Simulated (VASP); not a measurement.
BAs: vibrations by perturbation theory with PBEsol

The system is BAs.

```
B As
1.0
     0.00000    2.36778    2.36778
     2.36778    0.00000    2.36778
     2.36778    2.36778    0.00000
B As
1 1
Direct
  0.00000 0.00000 0.00000
  0.75000 0.75000 0.75000
```

```
Program                : VASP 6.6.1
Task                   : vibrations by perturbation theory
Functional             : PBEsol
Potentials or basis    : VASP PAW PBE potentials, release 64 (B, As)
Cutoff                 : 520 eV
k mesh                 : 10 × 10 × 10
Occupations            : gaussian, width 0.01 eV
Spin                   : no spin polarisation
Dipole correction      : no
Further INCAR settings : ALGO = Normal; EDIFF = 1e-08; NBANDS = 11; IBRION = 8; NSW = 1
```

```yaml
Electronic_dielectric_tensor_diagonal: 9.89
Born_charges_mean_of_the_diagonal: B -0.58; As +0.58 e
Highest_phonon_frequency_at_Γ_LO-TO_splitting_left_out: 711 cm⁻¹
```

Phonon frequencies in cm⁻¹ (negative: imaginary):
| q point | frequencies |
| --- | --- |
| (0.000, 0.000, 0.000) | 0 0 0 711 711 711 |

Electronic dielectric tensor:
```
9.89 0.00 0.00
0.00 9.89 0.00
0.00 0.00 9.89
```

Born effective charge tensors (e):
atom 1, B
```
-0.58  0.00  0.00
 0.00 -0.58  0.00
 0.00  0.00 -0.58
```
atom 2, As
```
0.58 0.00 0.00
0.00 0.58 0.00
0.00 0.00 0.58
```

Run time: 3.2 min on 1 thread of Intel(R) Xeon(R) 6975P-C (Granite Rapids) (shared host), peak memory 0.26 GiB.

Caveat: the cell wasn't relaxed at this level first, which shifts response properties.
